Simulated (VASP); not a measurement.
# BeGa4N3 (Pm-3m) in VASP: single point with PBE

Aim: the single point of BeGa4N3 with PBE.

Everything below comes from runs of VASP 6.6.1. Logs are shortened: lines on timing, memory, paths and dates and some standing lists are left out, and cuts for length are marked.

**1. The cell of the first run**

The structure is cubic, space group Pm-3m (No. 221). Conventional cell: a = 4.496 Å, b = 4.496 Å, c = 4.496 Å, α = 90.00°, β = 90.00°, γ = 90.00°. Be (site symmetry m-3m) has 6 Ga at 2.25 Å within 3.0 Å. Within 3.0 Å of Ga (site symmetry 4/mmm) lie 2 Be at 2.25 Å and 4 N at 2.25 Å. Ga (site symmetry m-3m) has 6 N at 2.25 Å within 3.0 Å. N (site symmetry 4/mmm) has 6 Ga at 2.25 Å within 3.0 Å.

The cell was built from a structure type or drawn by symmetry, and may not be a known phase.

**2. Single point, PBE**

File INCAR:

```
PREC = Accurate ; ENCUT = 520
EDIFF = 1E-7 ; ISMEAR = 0
SIGMA = 0.1 ; LREAL = False
LASPH = True ; NELM = 60
ALGO = Normal ; ISIF = 2
LWAVE = False ; LCHARG = True
GGA = PE ; LELF = True
LVHAR = True ; NBANDS = 44
```

File KPOINTS:

```
regular mesh
0
Gamma
  4 4 4
```

File POSCAR:

```
BeGa4N3
1.0
    4.4964136600      0.0000000000      0.0000000000
    0.0000000000      4.4964136600      0.0000000000
    0.0000000000      0.0000000000      4.4964136600
Be Ga N
1 4 3
Direct
    0.0000000000      0.0000000000      0.0000000000
    0.5000000000      0.0000000000      0.0000000000
    0.5000000000      0.5000000000      0.5000000000
    0.0000000000      0.0000000000      0.5000000000
    0.0000000000      0.5000000000      0.0000000000
    0.0000000000      0.5000000000      0.5000000000
    0.5000000000      0.0000000000      0.5000000000
    0.5000000000      0.5000000000      0.0000000000
```

Potentials or basis: VASP PAW PBE potentials, release 64 (Be, Ga_d, N).

Command:

```
$ cat potpaw_PBE.64/Be/POTCAR potpaw_PBE.64/Ga_d/POTCAR potpaw_PBE.64/N/POTCAR > POTCAR
$ mpirun -np 1 vasp_std > vasp.out
```

OUTCAR:

```text
PREC = Accurate
   ENCUT = 520
   EDIFF = 1E-7
   ISMEAR = 0
   LREAL = False
   LASPH = True
   NELM = 60
   ISIF = 2
   GGA = PE

 ion  position               nearest neighbor table
   1  0.000  0.000  0.000-   2 2.25   4 2.25   5 2.25   4 2.25   5 2.25   2 2.25
   2  0.500  0.000  0.000-   1 2.25   7 2.25   8 2.25   7 2.25   8 2.25   1 2.25
   3  0.500  0.500  0.500-   6 2.25   7 2.25   8 2.25   8 2.25   7 2.25   6 2.25
   4  0.000  0.000  0.500-   1 2.25   6 2.25   7 2.25   1 2.25   6 2.25   7 2.25
   5  0.000  0.500  0.000-   1 2.25   6 2.25   8 2.25   6 2.25   1 2.25   8 2.25
   6  0.000  0.500  0.500-   3 2.25   4 2.25   5 2.25   5 2.25   4 2.25   3 2.25
   7  0.500  0.000  0.500-   2 2.25   3 2.25   4 2.25   2 2.25   3 2.25   4 2.25
   8  0.500  0.500  0.000-   2 2.25   3 2.25   5 2.25   3 2.25   2 2.25   5 2.25

  LATTYP: Found a simple cubic cell.
 ALAT       =     4.4964136600

  Lattice vectors:

 A1 = (   4.4964136600,   0.0000000000,   0.0000000000)
 A2 = (   0.0000000000,   4.4964136600,   0.0000000000)
 A3 = (   0.0000000000,   0.0000000000,   4.4964136600)

Analysis of symmetry for initial positions (statically):
=====================================================================
 Subroutine PRICEL returns:
 Original cell was already a primitive cell.

 Routine SETGRP: Setting up the symmetry group for a
 simple cubic supercell.

 Subroutine GETGRP returns: Found 48 space group operations
 (whereof 48 operations were pure point group operations)
 out of a pool of 48 trial point group operations.

The static configuration has the point symmetry O_h .

Analysis of symmetry for dynamics (positions and initial velocities):
=====================================================================
 Subroutine PRICEL returns:
 Original cell was already a primitive cell.

 Routine SETGRP: Setting up the symmetry group for a
 simple cubic supercell.

 Subroutine GETGRP returns: Found 48 space group operations
 (whereof 48 operations were pure point group operations)
 out of a pool of 48 trial point group operations.

The dynamic configuration has the point symmetry O_h .

 Subroutine INISYM returns: Found 48 space group operations
 (whereof 48 operations are pure point group operations),
 and found     1 'primitive' translations

----------------------------------------------------------------------------------------

                                     Primitive cell

  volume of cell :      90.9073

  direct lattice vectors                    reciprocal lattice vectors
     4.496413660  0.000000000  0.000000000     0.222399467  0.000000000  0.000000000
     0.000000000  4.496413660  0.000000000     0.000000000  0.222399467  0.000000000
     0.000000000  0.000000000  4.496413660     0.000000000  0.000000000  0.222399467

  length of vectors
     4.496413660  4.496413660  4.496413660     0.222399467  0.222399467  0.222399467

  position of ions in fractional coordinates (direct lattice)
     0.000000000  0.000000000  0.000000000
     0.500000000  0.000000000  0.000000000
     0.500000000  0.500000000  0.500000000
     0.000000000  0.000000000  0.500000000
     0.000000000  0.500000000  0.000000000
     0.000000000  0.500000000  0.500000000
     0.500000000  0.000000000  0.500000000
     0.500000000  0.500000000  0.000000000

  ion indices of the primitive-cell ions
   primitive index   ion index
                 1           1
                 2           2
                 3           3
                 4           4
                 5           5
                 6           6
                 7           7
                 8           8

----------------------------------------------------------------------------------------

 KPOINTS: regular mesh

Automatic generation of k-mesh.
 Grid dimensions read from file:
 generate k-points for:    4    4    4

 Generating k-lattice:

  Cartesian coordinates                     Fractional coordinates (reciprocal lattice)
     0.055599867  0.000000000  0.000000000     0.250000000  0.000000000  0.000000000
     0.000000000  0.055599867  0.000000000     0.000000000  0.250000000  0.000000000
     0.000000000  0.000000000  0.055599867     0.000000000  0.000000000  0.250000000

  Length of vectors
     0.055599867  0.055599867  0.055599867

  Shift w.r.t. Gamma in fractional coordinates (k-lattice)
     0.000000000  0.000000000  0.000000000

 Subroutine IBZKPT returns following result:
 ===========================================

 Found     10 irreducible k-points:

 Following reciprocal coordinates:
            Coordinates               Weight
  0.000000  0.000000  0.000000      1.000000
  0.250000  0.000000  0.000000      6.000000
  0.500000  0.000000  0.000000      3.000000
  0.250000  0.250000  0.000000     12.000000
  0.500000  0.250000  0.000000     12.000000
  0.500000  0.500000  0.000000      3.000000
  0.250000  0.250000  0.250000      8.000000
  0.500000  0.250000  0.250000     12.000000
  0.500000  0.500000  0.250000      6.000000
  0.500000  0.500000  0.500000      1.000000
   k-points           NKPTS =     10   k-points in BZ     NKDIM =     10   number of bands    NBANDS=     44
   number of dos      NEDOS =    301   number of ions     NIONS =      8
   total plane-waves  NPLWV =  46656
   dimension x,y,z NGX =    36 NGY =   36 NGZ =   36
   dimension x,y,z NGXF=    72 NGYF=   72 NGZF=   72
   ions per type =               1   4   3
   NGX,Y,Z   is equivalent  to a cutoff of  13.31, 13.31, 13.31 a.u.
   NGXF,Y,Z  is equivalent  to a cutoff of  26.62, 26.62, 26.62 a.u.
 SYSTEM =  unknown system
   PREC   = accura    normal or accurate (medium, high low for compatibility)
   ISTART =      0    job   : 0-new  1-cont  2-samecut
   ICHARG =      2    charge: 1-file 2-atom 10-const
   ISPIN  =      1    spin polarized calculation?
   LNONCOLLINEAR =      F non collinear calculations
   LSORBIT =      F    spin-orbit coupling
   LASPH  =      T    aspherical Exc in radial PAW
   ENCUT  =  520.0 eV  38.22 Ry    6.18 a.u.   8.36  8.36  8.36*2*pi/ulx,y,z
   NELM   =     60;   NELMIN=  2; NELMDL= -5     # of ELM steps
   EDIFF  = 0.1E-06   stopping-criterion for ELM
   LREAL  =      F    real-space projection
   EDIFFG = 0.1E-05   stopping-criterion for IOM
   NSW    =      0    number of steps for IOM
   IBRION =     -1    ionic relax: 0-MD 1-quasi-New 2-CG
   NFREE  =      0    steps in history (QN), initial steepest desc. (CG)
   ISIF   =      2    stress and relaxation
   ISYM   =      2    0-nonsym 1-usesym 2-fastsym
   POTIM  = 0.5000    time-step for ionic-motion
   TEBEG  =    0.0;   TEEND  =   0.0 temperature during run
   PSTRESS=    0.0 pullay stress
   NELECT =      69.0000    total number of electrons
   NUPDOWN=      -1.0000    fix difference up-down
   EMIN   =  10.00;   EMAX   =-10.00  energy-range for DOS
   EFERMI =   0.00;   METHOD = LEGACY
   ISMEAR =     0;   SIGMA  =   0.10  broadening in eV -4-tet -1-fermi 0-gaus
   EFERMI_NEDOS =   21; number of points for ismear=-14 and -15
   IALGO  =     38    algorithm
   IMIX   =      4    mixing-type and parameters
     AMIX     =   0.40;   BMIX     =  1.00
     AMIX_MAG =   1.60;   BMIX_MAG =  1.00
  volume/ion in A,a.u.               =      11.36        76.68
  Fermi-wavevector in a.u.,A,eV,Ry     =   1.493339  2.822001 30.341808  2.230060
  Thomas-Fermi vector in A             =   2.605752
   LORBIT       =      0    0 simple, 1 ext, 2 COOP (PROOUT), +10 PAW based schemes
   GGA     = PE    functional components
   LHFCALC =     F    Hartree Fock is set to
   AEXX    =    0.0000 exact exchange contribution
   IVDW    =     0    specifies the selected vdW correction
   LEPSILON=     F    determine dielectric tensor
   LRPA    =     F    only Hartree local field effects (RPA)
 non-spin polarized calculation
 Gauss-broadening in eV      SIGMA  =   0.10
  energy-cutoff  :      520.00
  volume of cell :       90.91
 maximum number of plane-waves:      2469
 NGX is ok and might be reduce to    36
   NGX = 17   NGY = 17   NGZ = 17

 number of electron      69.0000013 magnetization

 Free energy of the ion-electron system (eV)
  ---------------------------------------------------
  ext. energy  EPLUGINS =         0.00000000
  ---------------------------------------------------
  free energy    TOTEN  =       -36.27438574 eV

  energy without entropy =      -36.26219958  energy(sigma->0) =      -36.26829266

 E-fermi :   6.7908     XC(G=0): -11.9778

 val. band max:        6.7712427980   @ k =   0.2500   0.2500   0.0000
 cond. band min:       6.9894532381   @ k =   0.5000   0.2500   0.0000
 fundamental gap:      0.2182104402
 Fermi energy:         6.7908354717

 k-point     1 :       0.0000    0.0000    0.0000
  band No.  band energies     occupation
      1      -9.6685      2.00000
      2      -9.1629      2.00000
      3      -9.1629      2.00000
      4      -8.1915      2.00000
      5      -8.1915      2.00000
      6      -8.1915      2.00000
[... 36 lines left out ...]
     43      14.4684      0.00000
     44      16.6220      0.00000

 k-point     2 :       0.2500    0.0000    0.0000
  band No.  band energies     occupation
      1      -9.4172      2.00000
      2      -9.0735      2.00000
      3      -9.0642      2.00000
      4      -8.1826      2.00000
      5      -8.1705      2.00000
      6      -8.1705      2.00000
[... 36 lines left out ...]
     43      14.7284      0.00000
     44      15.8277      0.00000

 k-point     3 :       0.5000    0.0000    0.0000
  band No.  band energies     occupation
      1      -9.1054      2.00000
      2      -8.9527      2.00000
      3      -8.9526      2.00000
      4      -8.1724      2.00000
      5      -8.1429      2.00000
      6      -8.1429      2.00000
[... 318 lines left out ...]
     43      13.5412      0.00000
     44      13.8231      0.00000

 k-point    10 :       0.5000    0.5000    0.5000
  band No.  band energies     occupation
      1      -8.2362      2.00000
      2      -8.2362      2.00000
      3      -8.2060      2.00000
      4      -8.2060      2.00000
      5      -8.2060      2.00000
      6      -8.1003      2.00000
[... 36 lines left out ...]
     43      13.8233      0.00000
     44      13.8295      0.00000

------------------------ aborting loop because EDIFF is reached ----------------------------------------

  FORCE on cell =-STRESS in cart. coord.  units (eV):
  Direction    XX          YY          ZZ          XY          YZ          ZX
  --------------------------------------------------------------------------------------
  -------------------------------------------------------------------------------------
  Total       -1.6539377     -1.6539377     -1.6539377     -0.0000000      0.0000000      0.0000000
  in kB      -29.1494887    -29.1494887    -29.1494887     -0.0000000      0.0000000      0.0000000
  external PRESSURE =     -29.1494887 kB  Pullay stress =       0.0000000 kB

 VOLUME and BASIS-vectors are now :
 -----------------------------------------------------------------------------
  energy-cutoff  :      520.00
  volume of cell :       90.91
      direct lattice vectors                 reciprocal lattice vectors
     4.496413660  0.000000000  0.000000000     0.222399467  0.000000000  0.000000000
     0.000000000  4.496413660  0.000000000     0.000000000  0.222399467  0.000000000
     0.000000000  0.000000000  4.496413660     0.000000000  0.000000000  0.222399467

 POSITION                                       TOTAL-FORCE (eV/Angst)
 -----------------------------------------------------------------------------------
      0.00000      0.00000      0.00000         0.000000      0.000000      0.000000
      2.24821      0.00000      0.00000         0.000000      0.000000      0.000000
      2.24821      2.24821      2.24821         0.000000      0.000000      0.000000
      0.00000      0.00000      2.24821         0.000000      0.000000      0.000000
      0.00000      2.24821      0.00000         0.000000      0.000000      0.000000
      0.00000      2.24821      2.24821         0.000000      0.000000      0.000000
      2.24821      0.00000      2.24821         0.000000      0.000000      0.000000
      2.24821      2.24821      0.00000         0.000000      0.000000      0.000000
 -----------------------------------------------------------------------------------
    total drift:                                0.000000      0.000000     -0.000000

  FREE ENERGIE OF THE ION-ELECTRON SYSTEM (eV)
  ---------------------------------------------------
  free  energy   TOTEN  =       -36.2743857427 eV

  energy  without entropy=      -36.2621995844  energy(sigma->0) =      -36.26829266
```

Wall time 2.6 min (1 thread of Intel Xeon 8259CL, shared host); peak memory 0.21 GiB.

Results:

* Free energy: -36.2744 eV
* Pressure: -2.9 GPa
* Band gap on the k mesh: zero (an odd number of electrons rules out a gap without spin polarisation)
